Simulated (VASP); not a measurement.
**Re: single point with BLYP**

Re:

```
Re
1.0
     4.54750    0.00000    0.00000
    -2.27375    3.93825    0.00000
     0.00000    0.00000    2.85978
Re
3
Cartesian
  2.2737 3.9382 2.8598
  0.0000 2.6255 1.4299
  2.2737 1.3127 1.4299
```

This cell differs from its parent crystal: volume scaled by 1.08.

```
Program                : VASP 6.6.1
Task                   : single point
Functional             : BLYP
Potentials or basis    : VASP PAW PBE potentials, release 64 (Re)
Cutoff                 : 520 eV
k mesh                 : 9 × 9 × 13
Occupations            : fermi-dirac, width 0.1 eV
Spin                   : no spin polarisation
Dipole correction      : no
Further INCAR settings : ALGO = Normal; EDIFF = 1e-06; NBANDS = 18
```

```
Pressure : -19.1 GPa
```

Stress tensor (GPa, compression positive):
```
-19.93   0.00   0.00
  0.00 -19.93   0.00
  0.00   0.00 -17.36
```

Levels at points of the mesh, in eV from the Fermi level:
```tsv
k point	band 8	band 9	band 10	band 11	band 12	band 13	band 14	band 15
(0.00, 0.00, 0.00)	-1.61	-0.68	-0.68	0.00	0.00	0.04	0.04	3.44
```

It took 54 s on 1 thread of Intel(R) Xeon(R) Platinum 8559C (Emerald Rapids), with other jobs on the host, peak memory 0.21 GiB.

Caveat: the PAW data sets were made with another functional, which shifts forces and pressure a little; spin-orbit coupling is left out, which moves the levels of the heavy elements.
